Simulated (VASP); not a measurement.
## Ge: single point with LDA

Crystal: Ge.

```
Ge
1.0
    -2.57449    2.57449    1.39741
     2.57449   -2.57449    1.39741
     2.57449    2.57449   -1.39741
Ge
2
Direct
  0.50000 0.50000 0.00000
  0.25000 0.75000 0.50000
```

```
Program             : VASP 6.6.1
Task                : single point
Functional          : LDA
Potentials or basis : VASP PAW LDA potentials, release 64 (Ge_d)
Cutoff              : 520 eV
k mesh              : 8 × 8 × 8
Occupations         : fermi-dirac, width 0.05 eV
Spin                : non-collinear spin, zero start, spin-orbit coupling
Starting moments    : [[0.0, 0.0, 0.0], [0.0, 0.0, 0.0]] μB
```

```yaml
Pressure: -2.5 GPa
Net_moment: 0.00 μB per cell
Valence_electrons_inside_the_program's_atomic_spheres: Ge 12.29
```

Stress tensor (GPa, compression positive):
```
-4.10  0.00  0.00
 0.00 -4.10  0.00
 0.00  0.00  0.57
```

Moments on the atoms (μB; x, y, z):
```
Ge  0.00 0.00 0.00
Ge  0.00 0.00 0.00
```

Wall time 3.9 min on 1 thread of Intel Xeon 6975P-C, with other jobs on the host, peak memory 0.29 GiB.
